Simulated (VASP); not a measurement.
# LiF (I4cm) in VASP: density of states with PBE

Aim: the density of states of LiF with PBE.

All numbers are computed with VASP 6.6.1; they aren't measurements. Logs are shortened: lines on timing, memory, paths and dates and some standing lists are left out, and cuts for length are marked.

**1. The cell of the first run**

Symmetry: I4cm, No. 108, tetragonal system. The conventional cell has a = 6.182 Å, b = 6.182 Å, c = 4.868 Å, α = 90.00°, β = 90.00°, γ = 90.00°. Within 2.4 Å of Li (site symmetry m) lie 4 F at 1.84 to 1.93 Å. Within 2.4 Å of F (site symmetry m) lie 4 Li at 1.84 to 1.93 Å.

**2. Density of states, PBE**

Input file POSCAR:

```
LiF
1.0
   -3.0911589450      3.0911589450      2.4338342809
    3.0911589450     -3.0911589450      2.4338342809
    3.0911589450      3.0911589450     -2.4338342809
Li F
4 4
Direct
    0.4521344759      0.6596567534      0.5000000000
    0.1596567534      0.9521344759      0.5000000000
    0.9521344759      0.4521344759      0.7924777225
    0.6596567534      0.1596567534      0.2075222775
    0.3470863426      0.8470863426      0.8059639144
    0.0411224281      0.5411224281      0.1940360856
    0.8470863426      0.0411224281      0.5000000000
    0.5411224281      0.3470863426      0.5000000000
```

Input file INCAR.step1:

```
SYSTEM = LiF
ALGO = Normal ; EDIFF = 1E-7
ENCUT = 520 ; GGA = PE
ISIF = 2 ; ISMEAR = 0
LASPH = .True. ; LCHARG = .True.
LREAL = .False. ; LWAVE = .False.
NBANDS = 30 ; NELM = 100
PREC = Accurate ; SIGMA = 0.02
```

Input file KPOINTS.step1:

```
k-points
0
Gamma
  6 6 6
  0 0 0
```

Input file INCAR.step2:

```
SYSTEM = LiF
ALGO = Normal ; EDIFF = 1E-7
ENCUT = 520 ; GGA = PE
ICHARG = 11 ; ISIF = 2
ISMEAR = -5 ; LASPH = .True.
LCHARG = .False. ; LORBIT = 11
LREAL = .False. ; LWAVE = .False.
NBANDS = 30 ; NEDOS = 2001
NELM = 100 ; PREC = Accurate
SIGMA = 0.02
```

Input file KPOINTS.step2:

```
k-points
0
Gamma
  9 9 9
  0 0 0
```

Potentials or basis: VASP PAW PBE potentials, release 64 (Li_sv, F).

Run with:

```console
cat potpaw_PBE.64/Li_sv/POTCAR potpaw_PBE.64/F/POTCAR > POTCAR
cp INCAR.step1 INCAR
cp KPOINTS.step1 KPOINTS
mpirun -np 1 vasp_std > vasp.out
cp INCAR.step2 INCAR
cp KPOINTS.step2 KPOINTS
mpirun -np 1 vasp_std > vasp.out
```

OUTCAR:

```text
SYSTEM = LiF
   EDIFF = 1E-7
   ENCUT = 520
   GGA = PE
   ICHARG = 11
   ISIF = 2
   ISMEAR = -5
   LASPH = .True.
   LORBIT = 11
   LREAL = .False.
   NELM = 100
   PREC = Accurate

 ion  position               nearest neighbor table
   1  0.452  0.660  0.500-   8 1.84   7 1.89   5 1.93   6 1.93   2 2.56
   2  0.160  0.952  0.500-   7 1.84   8 1.89   5 1.93   6 1.93   1 2.56
   3  0.952  0.452  0.792-   6 1.84   5 1.89   7 1.93   8 1.93   4 2.56
   4  0.660  0.160  0.208-   5 1.84   6 1.89   7 1.93   8 1.93   3 2.56
   5  0.347  0.847  0.806-   4 1.84   3 1.89   1 1.93   2 1.93
   6  0.041  0.541  0.194-   3 1.84   4 1.89   1 1.93   2 1.93
   7  0.847  0.041  0.500-   2 1.84   1 1.89   4 1.93   3 1.93
   8  0.541  0.347  0.500-   1 1.84   2 1.89   4 1.93   3 1.93

  LATTYP: Found a body centered tetragonal cell.
 ALAT       =     6.1823178900
 C/A-ratio  =     0.7873533274

  Lattice vectors:

 A1 = (  -3.0911589450,   3.0911589450,   2.4338342809)
 A2 = (   3.0911589450,  -3.0911589450,   2.4338342809)
 A3 = (   3.0911589450,   3.0911589450,  -2.4338342809)

Analysis of symmetry for initial positions (statically):
=====================================================================
 Subroutine PRICEL returns:
 Original cell was already a primitive cell.

 Routine SETGRP: Setting up the symmetry group for a
 body centered tetragonal supercell.

 Subroutine GETGRP returns: Found  8 space group operations
 (whereof  4 operations were pure point group operations)
 out of a pool of 16 trial point group operations.

The static configuration has the point symmetry     .
 The point group associated with its full space group is C_4v.

Analysis of symmetry for dynamics (positions and initial velocities):
=====================================================================
 Subroutine PRICEL returns:
 Original cell was already a primitive cell.

 Routine SETGRP: Setting up the symmetry group for a
 body centered tetragonal supercell.

 Subroutine GETGRP returns: Found  8 space group operations
 (whereof  4 operations were pure point group operations)
 out of a pool of 16 trial point group operations.

The dynamic configuration has the point symmetry C_4v.
 The point group associated with its full space group is C_4v.

 Subroutine INISYM returns: Found  8 space group operations
 (whereof  4 operations are pure point group operations),
 and found     1 'primitive' translations

----------------------------------------------------------------------------------------

                                     Primitive cell

  volume of cell :      93.0237

  direct lattice vectors                    reciprocal lattice vectors
    -3.091158945  3.091158945  2.433834281     0.000000000  0.161751631  0.205437159
     3.091158945 -3.091158945  2.433834281     0.161751631  0.000000000  0.205437159
     3.091158945  3.091158945 -2.433834281     0.161751631  0.161751631  0.000000000

  length of vectors
     5.003406495  5.003406495  5.003406495     0.261472783  0.261472783  0.228751350

  position of ions in fractional coordinates (direct lattice)
     0.452134476  0.659656753  0.500000000
     0.159656753  0.952134476  0.500000000
     0.952134476  0.452134476  0.792477723
     0.659656753  0.159656753  0.207522277
     0.347086343  0.847086343  0.805963914
     0.041122428  0.541122428  0.194036086
     0.847086343  0.041122428  0.500000000
     0.541122428  0.347086343  0.500000000

  ion indices of the primitive-cell ions
   primitive index   ion index
                 1           1
                 2           2
                 3           3
                 4           4
                 5           5
                 6           6
                 7           7
                 8           8

----------------------------------------------------------------------------------------

 KPOINTS: k-points

Automatic generation of k-mesh.
 Grid dimensions read from file:
 generate k-points for:    9    9    9

 Generating k-lattice:

  Cartesian coordinates                     Fractional coordinates (reciprocal lattice)
     0.000000000  0.017972403  0.022826351     0.111111111 -0.000000000  0.000000000
     0.017972403  0.000000000  0.022826351    -0.000000000  0.111111111  0.000000000
     0.017972403  0.017972403  0.000000000     0.000000000  0.000000000  0.111111111

  Length of vectors
     0.029052531  0.029052531  0.025416817

  Shift w.r.t. Gamma in fractional coordinates (k-lattice)
     0.000000000  0.000000000  0.000000000

 TETIRR: Found   1695 inequivalent tetrahedra from     4374

 Subroutine IBZKPT returns following result:
 ===========================================

 Found     75 irreducible k-points:

 Following reciprocal coordinates:
            Coordinates               Weight
  0.000000  0.000000  0.000000      1.000000
  0.111111  0.000000 -0.000000      8.000000
  0.222222 -0.000000  0.000000      8.000000
  0.333333  0.000000 -0.000000      8.000000
  0.444444 -0.000000  0.000000      8.000000
  0.111111  0.111111 -0.000000      8.000000
[... 16 lines left out ...]
 -0.333333  0.333333  0.000000      4.000000
  0.444444  0.444444  0.000000      8.000000
 [... further k-points ...]
   k-points           NKPTS =     75   k-points in BZ     NKDIM =     75   number of bands    NBANDS=     30
   number of dos      NEDOS =   2001   number of ions     NIONS =      8
   total plane-waves  NPLWV =  64000
   dimension x,y,z NGX =    40 NGY =   40 NGZ =   40
   dimension x,y,z NGXF=    80 NGYF=   80 NGZF=   80
   ions per type =               4   4
   NGX,Y,Z   is equivalent  to a cutoff of  13.29, 13.29, 13.29 a.u.
   NGXF,Y,Z  is equivalent  to a cutoff of  26.58, 26.58, 26.58 a.u.
 SYSTEM =  LiF
   PREC   = accura    normal or accurate (medium, high low for compatibility)
   ISTART =      0    job   : 0-new  1-cont  2-samecut
   ICHARG =     11    charge: 1-file 2-atom 10-const
   ISPIN  =      1    spin polarized calculation?
   LNONCOLLINEAR =      F non collinear calculations
   LSORBIT =      F    spin-orbit coupling
   LASPH  =      T    aspherical Exc in radial PAW
   ENCUT  =  520.0 eV  38.22 Ry    6.18 a.u.   9.30  9.30  9.30*2*pi/ulx,y,z
   NELM   =    100;   NELMIN=  2; NELMDL=  0     # of ELM steps
   EDIFF  = 0.1E-06   stopping-criterion for ELM
   LREAL  =      F    real-space projection
   EDIFFG = 0.1E-05   stopping-criterion for IOM
   NSW    =      0    number of steps for IOM
   IBRION =     -1    ionic relax: 0-MD 1-quasi-New 2-CG
   NFREE  =      0    steps in history (QN), initial steepest desc. (CG)
   ISIF   =      2    stress and relaxation
   ISYM   =      2    0-nonsym 1-usesym 2-fastsym
   POTIM  = 0.5000    time-step for ionic-motion
   TEBEG  =    0.0;   TEEND  =   0.0 temperature during run
   PSTRESS=    0.0 pullay stress
   NELECT =      40.0000    total number of electrons
   NUPDOWN=      -1.0000    fix difference up-down
   EMIN   =  10.00;   EMAX   =-10.00  energy-range for DOS
   EFERMI =   0.00;   METHOD = LEGACY
   ISMEAR =    -5;   SIGMA  =   0.02  broadening in eV -4-tet -1-fermi 0-gaus
   EFERMI_NEDOS =   21; number of points for ismear=-14 and -15
   IALGO  =     38    algorithm
   IMIX   =      4    mixing-type and parameters
     AMIX     =   0.40;   BMIX     =  1.00
     AMIX_MAG =   1.60;   BMIX_MAG =  1.00
  volume/ion in A,a.u.               =      11.63        78.47
  Fermi-wavevector in a.u.,A,eV,Ry     =   1.235654  2.335048 20.773936  1.526841
  Thomas-Fermi vector in A             =   2.370295
   LORBIT       =     11    0 simple, 1 ext, 2 COOP (PROOUT), +10 PAW based schemes
   GGA     = PE    functional components
   LHFCALC =     F    Hartree Fock is set to
   AEXX    =    0.0000 exact exchange contribution
   IVDW    =     0    specifies the selected vdW correction
   LEPSILON=     F    determine dielectric tensor
   LRPA    =     F    only Hartree local field effects (RPA)
 non-spin polarized calculation
 Fermi weights with tetrahedron method with Bloechl corrections
  energy-cutoff  :      520.00
  volume of cell :       93.02
 maximum number of plane-waves:      2557
 NGX is ok and might be reduce to    40

 number of electron      39.9999996 magnetization

 Free energy of the ion-electron system (eV)
  ---------------------------------------------------
  ext. energy  EPLUGINS =         0.00000000
  ---------------------------------------------------
  free energy    TOTEN  =       -38.34647758 eV

  energy without entropy =      -38.34647758  energy(sigma->0) =      -38.34647758

 E-fermi :  -3.1996     XC(G=0):  -7.9816

 val. band max:       -3.2043600038   @ k =   0.0000   0.0000   0.0000
 cond. band min:       3.8591984837   @ k =   0.0000   0.0000   0.0000
 fundamental gap:      7.0635584875
 Fermi energy:        -3.1995776889

 k-point     1 :       0.0000    0.0000    0.0000
  band No.  band energies     occupation
      1     -43.8650      2.00000
      2     -43.8313      2.00000
      3     -43.8110      2.00000
      4     -43.8110      2.00000
      5     -22.5650      2.00000
      6     -22.4462      2.00000
[... 22 lines left out ...]
     29      12.1047      0.00000
     30      13.0834      0.00000

 k-point     2 :       0.1111    0.0000   -0.0000
  band No.  band energies     occupation
      1     -43.8634      2.00000
      2     -43.8316      2.00000
      3     -43.8116      2.00000
      4     -43.8115      2.00000
      5     -22.5572      2.00000
      6     -22.4460      2.00000
[... 22 lines left out ...]
     29      12.5463      0.00000
     30      13.3166      0.00000

 k-point     3 :       0.2222   -0.0000    0.0000
  band No.  band energies     occupation
      1     -43.8590      2.00000
      2     -43.8327      2.00000
      3     -43.8134      2.00000
      4     -43.8129      2.00000
      5     -22.5361      2.00000
      6     -22.4464      2.00000
[... 22 lines left out ...]
     29      13.4030      0.00000
     30      13.4773      0.00000

 k-point     4 :       0.3333    0.0000   -0.0000
  band No.  band energies     occupation
      1     -43.8527      2.00000
      2     -43.8350      2.00000
      3     -43.8154      2.00000
      4     -43.8147      2.00000
      5     -22.5065      2.00000
      6     -22.4480      2.00000
[... 22 lines left out ...]
     29      13.3242      0.00000
     30      13.6484      0.00000

 k-point     5 :       0.4444   -0.0000    0.0000
  band No.  band energies     occupation
      1     -43.8456      2.00000
      2     -43.8394      2.00000
      3     -43.8166      2.00000
      4     -43.8163      2.00000
      5     -22.4766      2.00000
      6     -22.4561      2.00000
[... 22 lines left out ...]
     29      13.1964      0.00000
     30      13.3290      0.00000
[... 526 lines left out ...]
     29      12.5299      0.00000
     30      13.0423      0.00000

 k-point    22 :      -0.4444    0.3333   -0.0000
  band No.  band energies     occupation
      1     -43.8549      2.00000
      2     -43.8310      2.00000
      3     -43.8205      2.00000
      4     -43.8115      2.00000
      5     -22.5354      2.00000
      6     -22.4060      2.00000
[... 22 lines left out ...]
     29      12.4147      0.00000
     30      13.3459      0.00000

 k-point    23 :      -0.3333    0.3333    0.0000
  band No.  band energies     occupation
      1     -43.8575      2.00000
      2     -43.8309      2.00000
      3     -43.8186      2.00000
      4     -43.8109      2.00000
      5     -22.5444      2.00000
      6     -22.4154      2.00000
[... 22 lines left out ...]
     29      12.0750      0.00000
     30      13.7226      0.00000

 k-point    24 :       0.4444    0.4444    0.0000
  band No.  band energies     occupation
      1     -43.8535      2.00000
      2     -43.8302      2.00000
      3     -43.8227      2.00000
      4     -43.8115      2.00000
      5     -22.5328      2.00000
      6     -22.3875      2.00000
[... 22 lines left out ...]
     29      12.6617      0.00000
     30      12.8575      0.00000

 [... further k-points ...]

------------------------ aborting loop because EDIFF is reached ----------------------------------------

  FORCE on cell =-STRESS in cart. coord.  units (eV):
  Direction    XX          YY          ZZ          XY          YZ          ZX
  --------------------------------------------------------------------------------------
  -------------------------------------------------------------------------------------
  Total       -0.0745845     -0.0745845     -0.1060624      0.0000000      0.0000000      0.0000000
  in kB       -1.2845921     -1.2845921     -1.8267477      0.0000000      0.0000000      0.0000000
  external PRESSURE =      -1.4653106 kB  Pullay stress =       0.0000000 kB

 VOLUME and BASIS-vectors are now :
 -----------------------------------------------------------------------------
  energy-cutoff  :      520.00
  volume of cell :       93.02
      direct lattice vectors                 reciprocal lattice vectors
    -3.091158945  3.091158945  2.433834281     0.000000000  0.161751631  0.205437159
     3.091158945 -3.091158945  2.433834281     0.161751631  0.000000000  0.205437159
     3.091158945  3.091158945 -2.433834281     0.161751631  0.161751631  0.000000000

 POSITION                                       TOTAL-FORCE (eV/Angst)
 -----------------------------------------------------------------------------------
      2.18706      0.90410      1.48900         0.002291     -0.002291     -0.000036
      3.99525     -0.90410      1.48900        -0.002291      0.002291     -0.000036
      0.90410      3.99525      1.48900        -0.002291     -0.002291     -0.000036
     -0.90410      2.18706      1.48900         0.002291      0.002291     -0.000036
      4.03694      0.94578      0.94484        -0.003851     -0.003851      0.000036
      2.14538     -0.94578      0.94484         0.003851      0.003851      0.000036
     -0.94578      4.03694      0.94484         0.003851     -0.003851      0.000036
      0.94578      2.14538      0.94484        -0.003851      0.003851      0.000036
 -----------------------------------------------------------------------------------
    total drift:                               -0.000007     -0.000007     -0.000324

  FREE ENERGIE OF THE ION-ELECTRON SYSTEM (eV)
  ---------------------------------------------------
  free  energy   TOTEN  =       -38.3464775811 eV

  energy  without entropy=      -38.3464775811  energy(sigma->0) =      -38.34647758

 total charge

# of ion       s       p       d       tot
------------------------------------------
    1        2.021   0.055   0.000   2.076
    2        2.021   0.055   0.000   2.076
    3        2.021   0.055   0.000   2.076
    4        2.021   0.055   0.000   2.076
    5        1.728   4.404   0.000   6.133
    6        1.728   4.404   0.000   6.133
    7        1.728   4.404   0.000   6.133
    8        1.728   4.404   0.000   6.133
--------------------------------------------------
tot         14.999  17.837   0.000  32.836
```

It took 4.1 min on 1 thread of Intel Xeon Platinum 8259CL at 2.50GHz (Skylake/Cascade Lake), shared host; peak memory 0.31 GiB.

What came out:

- Valence electrons inside the program's atomic spheres: Li 2.08; F 6.13

Levels at points of the mesh, in eV from the valence-band top:
```
           k point  band 18  band 19  band 20  band 21  band 22  band 23
(0.00, 0.00, 0.00)    -0.13    -0.13     0.00     7.06    12.40    13.03
```

Caveat: the cutoff is under 1.25 times the usual one of these potentials, so pressure, stress and relaxed cells hold a basis-set (Pulay) error.
